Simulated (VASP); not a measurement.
# TiC (zincblende type) (F-43m) in VASP: settings compared

Aim: see how the results for TiC (zincblende type) move with the level of theory and the settings. Levels: PBEsol, r2SCAN. Tasks: electric field gradients.

Everything below comes from runs of VASP 6.6.1. Logs are shortened: lines on timing, memory, paths and dates and some standing lists are left out, and cuts for length are marked.

## (1) The cell of the first run

The structure is cubic, space group F-43m (No. 216). The conventional cell has a = 4.728 Å, b = 4.728 Å, c = 4.728 Å, α = 90.00°, β = 90.00°, γ = 90.00°. Ti (site symmetry -43m) has 4 C at 2.05 Å within 2.7 Å. C (site symmetry -43m) has 4 Ti at 2.05 Å within 2.7 Å.

## (2) Electric field gradients, PBEsol

File INCAR:

```
PREC = Accurate
ENCUT = 520
EDIFF = 1E-8
ISMEAR = -1
SIGMA = 0.05
LREAL = False
LASPH = True
NELM = 100
ALGO = Normal
ISIF = 2
LWAVE = False
LCHARG = False
GGA = PS
LEFG = True
NBANDS = 15
```

File KPOINTS:

```
regular mesh
0
Gamma
  15 15 15
```

File POSCAR:

```
TiC
1.0
    0.0000000000      2.3641273732      2.3641273732
    2.3641273732      0.0000000000      2.3641273732
    2.3641273732      2.3641273732      0.0000000000
Ti C
1 1
Direct
    0.0000000000      0.0000000000      0.0000000000
    0.2500000000      0.2500000000      0.2500000000
```

Potentials or basis: VASP PAW PBE potentials, release 64 (Ti_sv, C).

Launch:

```
$ cat potpaw_PBE.64/Ti_sv/POTCAR potpaw_PBE.64/C/POTCAR > POTCAR
$ mpirun -np 1 vasp_std > vasp.out
```

OUTCAR:

```text
PREC = Accurate
   ENCUT = 520
   EDIFF = 1E-8
   ISMEAR = -1
   LREAL = False
   LASPH = True
   NELM = 100
   ISIF = 2
   GGA = PS

 ion  position               nearest neighbor table
   1  0.000  0.000  0.000-   2 2.05   2 2.05   2 2.05   2 2.05
   2  0.250  0.250  0.250-   1 2.05   1 2.05   1 2.05   1 2.05

  LATTYP: Found a face centered cubic cell.
 ALAT       =     4.7282547464

  Lattice vectors:

 A1 = (   0.0000000000,   2.3641273732,   2.3641273732)
 A2 = (   2.3641273732,   0.0000000000,   2.3641273732)
 A3 = (   2.3641273732,   2.3641273732,   0.0000000000)

Analysis of symmetry for initial positions (statically):
=====================================================================
 Subroutine PRICEL returns:
 Original cell was already a primitive cell.

 Routine SETGRP: Setting up the symmetry group for a
 face centered cubic supercell.

 Subroutine GETGRP returns: Found 24 space group operations
 (whereof 24 operations were pure point group operations)
 out of a pool of 48 trial point group operations.

The static configuration has the point symmetry T_d .

Analysis of symmetry for dynamics (positions and initial velocities):
=====================================================================
 Subroutine PRICEL returns:
 Original cell was already a primitive cell.

 Routine SETGRP: Setting up the symmetry group for a
 face centered cubic supercell.

 Subroutine GETGRP returns: Found 24 space group operations
 (whereof 24 operations were pure point group operations)
 out of a pool of 48 trial point group operations.

The dynamic configuration has the point symmetry T_d .

 Subroutine INISYM returns: Found 24 space group operations
 (whereof 24 operations are pure point group operations),
 and found     1 'primitive' translations

----------------------------------------------------------------------------------------

                                     Primitive cell

  volume of cell :      26.4267

  direct lattice vectors                    reciprocal lattice vectors
     0.000000000  2.364127373  2.364127373    -0.211494527  0.211494527  0.211494527
     2.364127373  0.000000000  2.364127373     0.211494527 -0.211494527  0.211494527
     2.364127373  2.364127373  0.000000000     0.211494527  0.211494527 -0.211494527

  length of vectors
     3.343380994  3.343380994  3.343380994     0.366319266  0.366319266  0.366319266

  position of ions in fractional coordinates (direct lattice)
     0.000000000  0.000000000  0.000000000
     0.250000000  0.250000000  0.250000000

  ion indices of the primitive-cell ions
   primitive index   ion index
                 1           1
                 2           2

----------------------------------------------------------------------------------------

 KPOINTS: regular mesh

Automatic generation of k-mesh.
 Grid dimensions read from file:
 generate k-points for:   15   15   15

 Generating k-lattice:

  Cartesian coordinates                     Fractional coordinates (reciprocal lattice)
    -0.014099635  0.014099635  0.014099635     0.066666667  0.000000000  0.000000000
     0.014099635 -0.014099635  0.014099635     0.000000000  0.066666667  0.000000000
     0.014099635  0.014099635 -0.014099635     0.000000000  0.000000000  0.066666667

  Length of vectors
     0.024421284  0.024421284  0.024421284

  Shift w.r.t. Gamma in fractional coordinates (k-lattice)
     0.000000000  0.000000000  0.000000000

 Subroutine IBZKPT returns following result:
 ===========================================

 Found    120 irreducible k-points:

 Following reciprocal coordinates:
            Coordinates               Weight
  0.000000  0.000000  0.000000      1.000000
  0.066667  0.000000  0.000000      8.000000
  0.133333  0.000000  0.000000      8.000000
  0.200000  0.000000  0.000000      8.000000
  0.266667  0.000000  0.000000      8.000000
  0.333333  0.000000  0.000000      8.000000
[... 16 lines left out ...]
  0.133333  0.133333  0.000000      6.000000
  0.200000  0.133333  0.000000     24.000000
 [... further k-points ...]
   k-points           NKPTS =    120   k-points in BZ     NKDIM =    120   number of bands    NBANDS=     15
   number of dos      NEDOS =    301   number of ions     NIONS =      2
   total plane-waves  NPLWV =  21952
   dimension x,y,z NGX =    28 NGY =   28 NGZ =   28
   dimension x,y,z NGXF=    56 NGYF=   56 NGZF=   56
   ions per type =               1   1
   NGX,Y,Z   is equivalent  to a cutoff of  13.92, 13.92, 13.92 a.u.
   NGXF,Y,Z  is equivalent  to a cutoff of  27.85, 27.85, 27.85 a.u.
 SYSTEM =  unknown system
   PREC   = accura    normal or accurate (medium, high low for compatibility)
   ISTART =      0    job   : 0-new  1-cont  2-samecut
   ICHARG =      2    charge: 1-file 2-atom 10-const
   ISPIN  =      1    spin polarized calculation?
   LNONCOLLINEAR =      F non collinear calculations
   LSORBIT =      F    spin-orbit coupling
   LASPH  =      T    aspherical Exc in radial PAW
   ENCUT  =  520.0 eV  38.22 Ry    6.18 a.u.   6.22  6.22  6.22*2*pi/ulx,y,z
   NELM   =    100;   NELMIN=  2; NELMDL= -5     # of ELM steps
   EDIFF  = 0.1E-07   stopping-criterion for ELM
   LREAL  =      F    real-space projection
   EDIFFG = 0.1E-06   stopping-criterion for IOM
   NSW    =      0    number of steps for IOM
   IBRION =     -1    ionic relax: 0-MD 1-quasi-New 2-CG
   NFREE  =      0    steps in history (QN), initial steepest desc. (CG)
   ISIF   =      2    stress and relaxation
   ISYM   =      2    0-nonsym 1-usesym 2-fastsym
   POTIM  = 0.5000    time-step for ionic-motion
   TEBEG  =    0.0;   TEEND  =   0.0 temperature during run
   PSTRESS=    0.0 pullay stress
   NELECT =      16.0000    total number of electrons
   NUPDOWN=      -1.0000    fix difference up-down
   EMIN   =  10.00;   EMAX   =-10.00  energy-range for DOS
   EFERMI =   0.00;   METHOD = LEGACY
   ISMEAR =    -1;   SIGMA  =   0.05  broadening in eV -4-tet -1-fermi 0-gaus
   EFERMI_NEDOS =   21; number of points for ismear=-14 and -15
   IALGO  =     38    algorithm
   IMIX   =      4    mixing-type and parameters
     AMIX     =   0.40;   BMIX     =  1.00
     AMIX_MAG =   1.60;   BMIX_MAG =  1.00
  volume/ion in A,a.u.               =      13.21        89.17
  Fermi-wavevector in a.u.,A,eV,Ry     =   1.384950  2.617175 26.097134  1.918085
  Thomas-Fermi vector in A             =   2.509406
   LORBIT       =      0    0 simple, 1 ext, 2 COOP (PROOUT), +10 PAW based schemes
   GGA     = PS    functional components
   LHFCALC =     F    Hartree Fock is set to
   AEXX    =    0.0000 exact exchange contribution
   IVDW    =     0    specifies the selected vdW correction
   LEPSILON=     F    determine dielectric tensor
   LRPA    =     F    only Hartree local field effects (RPA)
 non-spin polarized calculation
  energy-cutoff  :      520.00
  volume of cell :       26.43
 maximum number of plane-waves:       728
 NGX is ok and might be reduce to    28
   NGX = 13   NGY = 13   NGZ = 13

 number of electron      16.0000002 magnetization

 Free energy of the ion-electron system (eV)
  ---------------------------------------------------
  ext. energy  EPLUGINS =         0.00000000
  ---------------------------------------------------
  free energy    TOTEN  =       -18.24383639 eV

  energy without entropy =      -18.24360216  energy(sigma->0) =      -18.24371927

 E-fermi :   5.9244     XC(G=0): -11.2520

 val. band max:        5.6500709724   @ k =  -0.2667   0.4667   0.2000
 cond. band min:       6.1684104703   @ k =  -0.2667   0.4667   0.2000
 fundamental gap:      0.5183394979
 Fermi energy:         5.9243687718

 k-point     1 :       0.0000    0.0000    0.0000
  band No.  band energies     occupation
      1     -50.2575      2.00000
      2     -26.5192      2.00000
      3     -26.5192      2.00000
      4     -26.5192      2.00000
      5      -4.5680      2.00000
      6       3.7663      2.00000
      7       3.7663      2.00000
      8       3.7663      2.00000
      9       7.9965      0.00000
     10       7.9965      0.00000
     11      11.4846      0.00000
     12      13.5938      0.00000
     13      13.5938      0.00000
     14      13.5938      0.00000
[... 401 lines left out ...]
      2     -26.5831      2.00000
      3     -26.5401      2.00000
      4     -26.5383      2.00000
      5      -4.0064      2.00000
      6       3.1373      2.00000
      7       4.0688      2.00000
      8       4.0832      2.00000
      9       7.4461      0.00000
     10       8.1673      0.00000
     11      12.3446      0.00000
     12      12.8219      0.00000
     13      12.9753      0.00000
     14      13.3469      0.00000
     15      19.0511      0.00000

 [... further k-points ...]

------------------------ aborting loop because EDIFF is reached ----------------------------------------

  FORCE on cell =-STRESS in cart. coord.  units (eV):
  Direction    XX          YY          ZZ          XY          YZ          ZX
  --------------------------------------------------------------------------------------
  -------------------------------------------------------------------------------------
  Total       -0.7259922     -0.7259922     -0.7259922      0.0000000      0.0000000      0.0000000
  in kB      -44.0149181    -44.0149181    -44.0149181      0.0000000      0.0000000      0.0000000
  external PRESSURE =     -44.0149181 kB  Pullay stress =       0.0000000 kB

 VOLUME and BASIS-vectors are now :
 -----------------------------------------------------------------------------
  energy-cutoff  :      520.00
  volume of cell :       26.43
      direct lattice vectors                 reciprocal lattice vectors
     0.000000000  2.364127373  2.364127373    -0.211494527  0.211494527  0.211494527
     2.364127373  0.000000000  2.364127373     0.211494527 -0.211494527  0.211494527
     2.364127373  2.364127373  0.000000000     0.211494527  0.211494527 -0.211494527

 POSITION                                       TOTAL-FORCE (eV/Angst)
 -----------------------------------------------------------------------------------
      0.00000      0.00000      0.00000        -0.000000     -0.000000     -0.000000
      1.18206      1.18206      1.18206         0.000000      0.000000      0.000000
 -----------------------------------------------------------------------------------
    total drift:                                0.000001      0.000001      0.000001

  FREE ENERGIE OF THE ION-ELECTRON SYSTEM (eV)
  ---------------------------------------------------
  free  energy   TOTEN  =       -18.2438363886 eV

  energy  without entropy=      -18.2436021559  energy(sigma->0) =      -18.24371927

 Electric field gradients (V/A^2)
---------------------------------------------------------------------
 ion       V_xx      V_yy      V_zz      V_xy      V_xz      V_yz
---------------------------------------------------------------------
   1      -0.000     0.000    -0.000    -0.001    -0.001    -0.001
   2       0.000    -0.000    -0.000    -0.000    -0.000    -0.000
---------------------------------------------------------------------

 Electric field gradients after diagonalization (V/A^2)
 (convention: |V_zz| > |V_xx| > |V_yy|)
----------------------------------------------------------------------
 ion       V_xx      V_yy      V_zz     asymmetry (V_yy - V_xx)/ V_zz
----------------------------------------------------------------------
   1       0.001     0.001    -0.002       0.000
   2       0.000     0.000    -0.000       0.000
----------------------------------------------------------------------

           NMR quadrupolar parameters

 Cq : quadrupolar parameter    Cq=e*Q*V_zz/h
 eta: asymmetry parameters     (V_yy - V_xx)/ V_zz
 Q  : nuclear electric quadrupole moment in mb (millibarn)
----------------------------------------------------------------------
 ion       Cq(MHz)       eta       Q (mb)
----------------------------------------------------------------------
   1      -0.000       0.000       1.000
   2      -0.000       0.000       1.000
----------------------------------------------------------------------
```

It took 1.8 min on 1 thread of Intel Xeon 8259CL, shared host; peak memory 0.19 GiB.

Results:

| Property | Result |
| --- | --- |
| Free energy | -18.2438 eV |
| Pressure | -4.4 GPa |
| Band gap on the k mesh | 0.52 eV |
| Largest electric field gradient by atom | under 0.05 V/Å² on every atom |

Caveat: the cell stands under tension; the PAW data sets were made with another functional, which shifts forces and pressure a little; an odd mesh through Γ misses points on the zone boundary, where band edges can lie.

(Part 1 of 2 ends here.)
